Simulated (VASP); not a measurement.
# Si53C11 (P1) in VASP: single point with PBE

Aim: the single point of Si53C11 with PBE.

All numbers are computed with VASP 6.6.1; they aren't measurements. Logs are shortened: lines on timing, memory, paths and dates and some standing lists are left out, and cuts for length are marked.

### Step 1. The cell of the first run

The typed cell holds 64 atoms: a = 10.257 Å, b = 10.257 Å, c = 10.257 Å, α = 90.00°, β = 90.00°, γ = 90.00°.

### Step 2. Single point, PBE

INCAR

```
SYSTEM = Si53C11
  PREC = Accurate
  ENCUT = 520
  EDIFF = 1E-7
  ISMEAR = -1
  SIGMA = 0.05
  LREAL = Auto
  LASPH = .True.
  NELM = 80
  ALGO = Normal
  ISIF = 2
  LWAVE = .False.
  LCHARG = .True.
  GGA = PE
  LELF = .True.
  LVHAR = .True.
  ISYM = 0
  NBANDS = 166
```

KPOINTS

```
Automatic mesh
0
Gamma
  1 1 1
  0.25 0.25 0.25
```

POSCAR

```
Si53C11
1.0
   10.2574040000      0.0000000000      0.0000000000
    0.0000000000     10.2574040000      0.0000000000
    0.0000000000      0.0000000000     10.2574040000
Si C
53 11
Direct
    0.9910350000      0.0222090000      0.9930970000
    0.0005000000      0.5240880000      0.0124990000
    0.9944800000      0.5503110000      0.5263810000
    0.4913230000      0.0098070000      0.9974220000
    0.4613070000      0.5344270000      0.9845160000
    0.4618420000      0.5089970000      0.5085930000
    0.1066570000      0.1277870000      0.1453300000
    0.1174350000      0.1071000000      0.6346880000
    0.5894070000      0.1446420000      0.1612220000
    0.5973140000      0.1014890000      0.6213060000
    0.5752700000      0.6581740000      0.1472000000
    0.6118670000      0.6609700000      0.5998080000
    0.2300640000      0.2508640000      0.0002340000
    0.2763400000      0.2805900000      0.5297050000
    0.2410050000      0.7290750000      0.9899290000
    0.2267070000      0.7507320000      0.5269840000
    0.7448590000      0.2516100000      0.0357680000
    0.7201520000      0.2569620000      0.4952460000
    0.7310270000      0.7592080000      0.0145000000
    0.3708700000      0.3635610000      0.1325950000
    0.3683760000      0.8517860000      0.1498570000
    0.3577720000      0.9107670000      0.6194830000
    0.8726280000      0.3988050000      0.1420920000
    0.8757310000      0.3781910000      0.5997970000
    0.8769100000      0.8710360000      0.1243870000
    0.8303280000      0.8906290000      0.6075250000
    0.2562930000      0.0032070000      0.2852380000
    0.2228950000      0.5166680000      0.2304160000
    0.2455930000      0.5234210000      0.7320220000
    0.7433560000      0.9949080000      0.2400470000
    0.7211870000      0.5246720000      0.2732460000
    0.7524840000      0.5140750000      0.7283220000
    0.3866270000      0.1494140000      0.3817850000
    0.3504210000      0.1160620000      0.8576130000
    0.3573010000      0.6494550000      0.3641950000
    0.8675920000      0.1152340000      0.3908860000
    0.8296140000      0.1138760000      0.8868470000
    0.8432070000      0.6663660000      0.3999190000
    0.8662530000      0.6416200000      0.8773830000
    0.9916360000      0.2716520000      0.2797630000
    0.9920570000      0.2304590000      0.7704810000
    0.0094630000      0.7327700000      0.2428050000
    0.9989120000      0.7507440000      0.7428530000
    0.4624360000      0.2886300000      0.7374660000
    0.4693240000      0.7479710000      0.7524980000
    0.1255330000      0.3955830000      0.4036370000
    0.1285560000      0.3897010000      0.8742870000
    0.0770270000      0.8982140000      0.4099680000
    0.1352520000      0.8928650000      0.8651230000
    0.5698320000      0.3675160000      0.3742090000
    0.6155120000      0.3997430000      0.8889580000
    0.5879500000      0.8739210000      0.3836300000
    0.6217170000      0.8918910000      0.8572890000
    0.9618790000      0.0043060000      0.5016840000
    0.4917650000      0.9975720000      0.5015690000
    0.1262120000      0.6178930000      0.1094150000
    0.1163960000      0.6268770000      0.6410050000
    0.7093590000      0.7852910000      0.4939930000
    0.3514320000      0.4100540000      0.6407510000
    0.2521860000      0.0052700000      0.7374900000
    0.7236920000      0.9899540000      0.7426400000
    0.3438610000      0.6364510000      0.8597730000
    0.4762900000      0.2448770000      0.2581450000
    0.4683610000      0.7598310000      0.2754530000
```

Potentials or basis: VASP PAW PBE potentials, release 64 (Si, C).

Run with:

```console
$ cat potpaw_PBE.64/Si/POTCAR potpaw_PBE.64/C/POTCAR > POTCAR
$ mpirun -np 1 vasp_std > vasp.out
```

OUTCAR:

```text
SYSTEM = Si53C11
   PREC = Accurate
   ENCUT = 520
   EDIFF = 1E-7
   ISMEAR = -1
   LREAL = Auto
   LASPH = .True.
   NELM = 80
   ISIF = 2
   GGA = PE
   ISYM = 0

 ion  position               nearest neighbor table
   1  0.991  0.022  0.993-  37 2.19   7 2.24  25 2.36  49 2.38  41 3.13
   2  0.001  0.524  0.012-  56 1.89  23 2.27  39 2.30  47 2.37
   3  0.994  0.550  0.526-  57 1.89  24 2.27  38 2.35  46 2.43  43 3.03  16 3.15
   4  0.491  0.010  0.997-  53 2.31  34 2.31   9 2.40  21 2.58
   5  0.461  0.534  0.985-  62 2.05  51 2.32  11 2.40  20 2.50  15 3.02
   6  0.462  0.509  0.509-  59 2.04  50 2.29  35 2.33  12 2.38  14 3.03
   7  0.107  0.128  0.145-   1 2.24  13 2.33  40 2.34  27 2.46
   8  0.117  0.107  0.635-  60 2.03  41 2.28  54 2.35  14 2.64
   9  0.589  0.145  0.161-  63 1.84  17 2.32  30 2.35   4 2.40  33 3.07
  10  0.597  0.101  0.621-  55 1.95  61 2.13  18 2.41  44 2.65  22 3.14
  11  0.575  0.658  0.147-  64 2.01  19 2.34   5 2.40  31 2.41  21 2.91
  12  0.612  0.661  0.600-  58 1.95  45 2.32   6 2.38  32 2.47  52 3.12  38 3.14
  13  0.230  0.251  0.000-  47 2.19  20 2.29   7 2.33  34 2.36
  14  0.276  0.281  0.530-  59 1.91  33 2.32  46 2.34   8 2.64  44 2.86   6 3.03
  15  0.241  0.729  0.990-  62 1.95  56 2.05  49 2.37  21 2.45   5 3.02
  16  0.227  0.751  0.527-  57 2.06  22 2.32  35 2.38  48 2.47  29 3.15   3 3.15
  17  0.745  0.252  0.036-  37 2.26  23 2.28   9 2.32  51 2.52
  18  0.720  0.257  0.495-  50 2.28  24 2.29  36 2.36  10 2.41
  19  0.731  0.759  0.014-  25 2.20  39 2.31  11 2.34  53 2.39
  20  0.371  0.364  0.133-  63 2.08  13 2.29  28 2.40   5 2.50
  21  0.368  0.852  0.150-  64 1.90  27 2.38  15 2.45   4 2.58  11 2.91  35 3.03
  22  0.358  0.911  0.619-  60 1.89  55 2.04  16 2.32  45 2.44  10 3.14
[... 25 lines left out ...]
  48  0.077  0.898  0.410-  54 1.86  16 2.47  27 2.49  42 2.51  36 3.10
  49  0.135  0.893  0.865-  60 2.12  15 2.37  43 2.38   1 2.38
  50  0.570  0.368  0.374-  63 1.98  18 2.28   6 2.29  31 2.47  33 2.92
  51  0.616  0.400  0.889-   5 2.32  32 2.46  44 2.49  17 2.52
  52  0.588  0.874  0.384-  58 1.91  55 2.01  64 2.03  30 2.50  12 3.12
  53  0.622  0.892  0.857-  61 1.87   4 2.31  19 2.39  45 2.40  37 3.13
  54  0.962  0.004  0.502-  48 1.86  36 1.88  26 2.09   8 2.35
  55  0.492  0.998  0.502-  10 1.95  52 2.01  22 2.04  33 2.26
  56  0.126  0.618  0.109-   2 1.89  28 1.90  15 2.05  42 2.17
  57  0.116  0.627  0.641-   3 1.89  29 1.94  43 2.04  16 2.06
  58  0.709  0.785  0.494-  52 1.91  12 1.95  26 2.02  38 2.07
  59  0.351  0.410  0.641-  29 1.85  14 1.91  44 1.96   6 2.04
  60  0.252  0.005  0.737-  22 1.89  34 1.96   8 2.03  49 2.12
  61  0.724  0.990  0.743-  53 1.87  26 2.04  10 2.13  37 2.23
  62  0.344  0.636  0.860-  15 1.95  29 2.02  45 2.04   5 2.05
  63  0.476  0.245  0.258-   9 1.84  33 1.85  50 1.98  20 2.08
  64  0.468  0.760  0.275-  35 1.85  21 1.90  11 2.01  52 2.03

IMPORTANT INFORMATION: All symmetrisations will be switched off!
NOSYMM: (Re-)initialisation of all symmetry stuff for point group C_1.

----------------------------------------------------------------------------------------

                                     Primitive cell

  volume of cell :    1079.2260

  direct lattice vectors                    reciprocal lattice vectors
    10.257404000  0.000000000  0.000000000     0.097490554  0.000000000  0.000000000
     0.000000000 10.257404000  0.000000000     0.000000000  0.097490554  0.000000000
     0.000000000  0.000000000 10.257404000     0.000000000  0.000000000  0.097490554

  length of vectors
    10.257404000 10.257404000 10.257404000     0.097490554  0.097490554  0.097490554

  position of ions in fractional coordinates (direct lattice)
     0.991035000  0.022209000  0.993097000
     0.000500000  0.524088000  0.012499000
     0.994480000  0.550311000  0.526381000
     0.491323000  0.009807000  0.997422000
     0.461307000  0.534427000  0.984516000
     0.461842000  0.508997000  0.508593000
[... 56 lines left out ...]
     0.476290000  0.244877000  0.258145000
     0.468361000  0.759831000  0.275453000

  ion indices of the primitive-cell ions
   primitive index   ion index
                 1           1
                 2           2
                 3           3
                 4           4
                 5           5
                 6           6
[... 56 lines left out ...]
                63          63
                64          64

----------------------------------------------------------------------------------------

 KPOINTS: Automatic mesh

Automatic generation of k-mesh.
 Grid dimensions read from file:
 generate k-points for:    1    1    1

 Generating k-lattice:

  Cartesian coordinates                     Fractional coordinates (reciprocal lattice)
     0.097490554  0.000000000  0.000000000     1.000000000  0.000000000  0.000000000
     0.000000000  0.097490554  0.000000000     0.000000000  1.000000000  0.000000000
     0.000000000  0.000000000  0.097490554     0.000000000  0.000000000  1.000000000

  Length of vectors
     0.097490554  0.097490554  0.097490554

  Shift w.r.t. Gamma in fractional coordinates (k-lattice)
     0.250000000  0.250000000  0.250000000

 Subroutine IBZKPT returns following result:
 ===========================================

 Found      4 irreducible k-points:

 Following reciprocal coordinates:
            Coordinates               Weight
  0.250000  0.250000  0.250000      2.000000
 -0.250000  0.250000  0.250000      2.000000
 -0.250000 -0.250000  0.250000      2.000000
  0.250000 -0.250000  0.250000      2.000000
   k-points           NKPTS =      4   k-points in BZ     NKDIM =      4   number of bands    NBANDS=    166
   number of dos      NEDOS =    301   number of ions     NIONS =     64
   total plane-waves  NPLWV = 512000
   dimension x,y,z NGX =    80 NGY =   80 NGZ =   80
   dimension x,y,z NGXF=   160 NGYF=  160 NGZF=  160
   ions per type =              53  11
   NGX,Y,Z   is equivalent  to a cutoff of  12.97, 12.97, 12.97 a.u.
   NGXF,Y,Z  is equivalent  to a cutoff of  25.93, 25.93, 25.93 a.u.
 SYSTEM =  Si53C11
   PREC   = accura    normal or accurate (medium, high low for compatibility)
   ISTART =      0    job   : 0-new  1-cont  2-samecut
   ICHARG =      2    charge: 1-file 2-atom 10-const
   ISPIN  =      1    spin polarized calculation?
   LNONCOLLINEAR =      F non collinear calculations
   LSORBIT =      F    spin-orbit coupling
   LASPH  =      T    aspherical Exc in radial PAW
   ENCUT  =  520.0 eV  38.22 Ry    6.18 a.u.  19.07 19.07 19.07*2*pi/ulx,y,z
   NELM   =     80;   NELMIN=  2; NELMDL= -5     # of ELM steps
   EDIFF  = 0.1E-06   stopping-criterion for ELM
   LREAL  =      T    real-space projection
   EDIFFG = 0.1E-05   stopping-criterion for IOM
   NSW    =      0    number of steps for IOM
   IBRION =     -1    ionic relax: 0-MD 1-quasi-New 2-CG
   NFREE  =      0    steps in history (QN), initial steepest desc. (CG)
   ISIF   =      2    stress and relaxation
   ISYM   =      0    0-nonsym 1-usesym 2-fastsym
   POTIM  = 0.5000    time-step for ionic-motion
   TEBEG  =    0.0;   TEEND  =   0.0 temperature during run
   PSTRESS=    0.0 pullay stress
   NELECT =     256.0000    total number of electrons
   NUPDOWN=      -1.0000    fix difference up-down
   EMIN   =  10.00;   EMAX   =-10.00  energy-range for DOS
   EFERMI =   0.00;   METHOD = LEGACY
   ISMEAR =    -1;   SIGMA  =   0.05  broadening in eV -4-tet -1-fermi 0-gaus
   EFERMI_NEDOS =   21; number of points for ismear=-14 and -15
   IALGO  =     38    algorithm
   IMIX   =      4    mixing-type and parameters
     AMIX     =   0.40;   BMIX     =  1.00
     AMIX_MAG =   1.60;   BMIX_MAG =  1.00
  volume/ion in A,a.u.               =      16.86       113.80
  Fermi-wavevector in a.u.,A,eV,Ry     =   1.013407  1.915062 13.973106  1.026994
  Thomas-Fermi vector in A             =   2.146574
   LORBIT       =      0    0 simple, 1 ext, 2 COOP (PROOUT), +10 PAW based schemes
   GGA     = PE    functional components
   LHFCALC =     F    Hartree Fock is set to
   AEXX    =    0.0000 exact exchange contribution
   IVDW    =     0    specifies the selected vdW correction
   LEPSILON=     F    determine dielectric tensor
   LRPA    =     F    only Hartree local field effects (RPA)
 non-spin polarized calculation
  energy-cutoff  :      520.00
  volume of cell :     1079.23
 maximum number of plane-waves:     29083
 NGX is ok and might be reduce to    80
   NGX = 39   NGY = 39   NGZ = 39

 number of electron     256.0000000 magnetization

 Free energy of the ion-electron system (eV)
  ---------------------------------------------------
  ext. energy  EPLUGINS =         0.00000000
  ---------------------------------------------------
  free energy    TOTEN  =      -371.78317150 eV

  energy without entropy =     -371.71780767  energy(sigma->0) =     -371.75048959

 E-fermi :   6.8691     XC(G=0):  -9.8903

 val. band max:        6.8271792020   @ k =   0.2500  -0.2500   0.2500
 cond. band min:       6.9381510885   @ k =   0.2500   0.2500   0.2500
 fundamental gap:      0.1109718865
 Fermi energy:         6.8691228712

 k-point     1 :       0.2500    0.2500    0.2500
  band No.  band energies     occupation
      1      -7.4268      2.00000
      2      -7.1789      2.00000
      3      -6.9772      2.00000
      4      -6.7348      2.00000
      5      -6.4737      2.00000
      6      -6.4318      2.00000
[... 561 lines left out ...]
    139       8.2269      0.00000
    140       8.2672      0.00000
 [bands above 140 left out]

------------------------ aborting loop because EDIFF is reached ----------------------------------------

  FORCE on cell =-STRESS in cart. coord.  units (eV):
  Direction    XX          YY          ZZ          XY          YZ          ZX
  --------------------------------------------------------------------------------------
  -------------------------------------------------------------------------------------
  Total      -12.4559935     -8.8897712    -17.8649386     -2.3552181      4.0120596      1.2059800
  in kB      -18.4916887    -13.1974123    -26.5216004     -3.4964662      5.9561493      1.7903515
  external PRESSURE =     -19.4035672 kB  Pullay stress =       0.0000000 kB

 VOLUME and BASIS-vectors are now :
 -----------------------------------------------------------------------------
  energy-cutoff  :      520.00
  volume of cell :     1079.23
      direct lattice vectors                 reciprocal lattice vectors
    10.257404000  0.000000000  0.000000000     0.097490554  0.000000000  0.000000000
     0.000000000 10.257404000  0.000000000     0.000000000  0.097490554  0.000000000
     0.000000000  0.000000000 10.257404000     0.000000000  0.000000000  0.097490554

 POSITION                                       TOTAL-FORCE (eV/Angst)
 -----------------------------------------------------------------------------------
     10.16545      0.22781     10.18660         0.551867     -2.253469      0.344702
      0.00513      5.37578      0.12821         0.763203     -0.257990     -0.606500
     10.20078      5.64476      5.39930         0.876948     -0.811702     -0.606730
      5.03970      0.10059     10.23096        -0.330856     -0.403279      1.067166
      4.73181      5.48183     10.09858        -0.117504     -0.193647      0.322433
      4.73730      5.22099      5.21684        -0.202853     -0.472942      0.383812
[... 56 lines left out ...]
      4.88550      2.51180      2.64790         0.327258      2.026946      0.051622
      4.80417      7.79389      2.82543         2.183344      0.720320     -0.397267
 -----------------------------------------------------------------------------------
    total drift:                               -0.004861     -0.000176     -0.019838

  FREE ENERGIE OF THE ION-ELECTRON SYSTEM (eV)
  ---------------------------------------------------
  free  energy   TOTEN  =      -371.7831715025 eV

  energy  without entropy=     -371.7178076724  energy(sigma->0) =     -371.75048959
```

Wall time 25 min (1 thread of Intel Xeon Platinum 8488C (Sapphire Rapids), shared host); peak memory 1.2 GiB.

Results:

| Item | Value |
| --- | --- |
| Free energy | -371.7832 eV |
| Pressure | -1.9 GPa |
| Largest force | 3.062 eV/Å |
| Band gap on the k mesh | 0.11 eV, indirect (least direct gap 0.13 eV) |

Forces on the atoms (eV/Å):
```
Si   0.552 -2.253  0.345
Si   0.763 -0.258 -0.607
Si   0.877 -0.812 -0.607
Si  -0.331 -0.403  1.067
Si  -0.118 -0.194  0.322
Si  -0.203 -0.473  0.384
Si   1.126  0.812  0.734
Si   0.782 -0.352 -0.314
Si   0.693 -0.400 -1.694
Si   0.577  0.571  0.295
Si   0.132 -0.160  0.360
Si   0.958 -1.246  0.671
Si   1.120 -1.493  0.788
Si  -1.576 -0.279  0.303
Si  -0.086  0.013  0.930
Si  -1.745  0.597 -0.511
Si  -2.049  1.274 -0.755
Si   0.271 -1.479  0.262
Si  -1.008  0.284 -1.474
Si  -0.007  0.207  0.007
Si   0.116  0.868 -0.769
Si   0.810 -0.827  0.455
Si  -0.625  0.431  0.791
Si   0.255 -0.967  1.962
Si   1.499 -0.160 -0.724
Si   0.838  0.258  0.518
Si  -2.621 -0.640 -0.931
Si   0.938 -0.241  0.609
Si  -0.807  0.677  1.606
Si  -1.558  0.484  2.269
Si  -0.852 -1.105 -0.590
Si  -1.130  0.065  0.710
Si   0.907 -0.975  1.535
Si  -0.947  0.982 -0.678
Si  -1.354 -0.616  0.201
Si  -0.453  0.588 -0.150
Si  -0.686 -0.328 -2.967
Si  -0.213  0.451  0.094
Si  -0.589 -0.773  0.492
Si  -0.017 -1.191 -0.008
Si  -1.188  1.583 -0.890
Si   0.073  0.802  0.210
Si   0.692  0.981 -1.368
Si   0.779 -0.965  1.001
Si  -0.377  1.131  0.567
Si  -0.107  1.305 -0.549
Si  -1.572  0.571 -0.427
Si   1.860 -1.555 -0.658
Si   0.303  0.637 -1.149
Si   0.735  0.031 -1.096
Si   0.284 -0.392 -1.224
Si   0.122  0.644 -0.194
Si   0.016 -1.138  0.912
C   -0.103 -0.168  1.446
C   -0.634  0.460 -0.224
C   -0.433  1.082  0.100
C    0.663  1.272  0.049
C    0.890 -0.535  0.390
C    1.557 -0.093 -1.189
C   -1.345  0.062  0.543
C    0.239  1.329 -0.799
C    0.792 -0.728 -0.039
C    0.327  2.027  0.052
C    2.183  0.720 -0.397
```

Stress tensor (GPa, compression positive):
```
-1.85 -0.35  0.18
-0.35 -1.32  0.60
 0.18  0.60 -2.65
```

Caveat: the k points lie up to 0.61 Å⁻¹ apart; forces of over 1 eV/Å act on the atoms, so gaps and moduli don't describe the material at rest. A k mesh can miss the band edges.
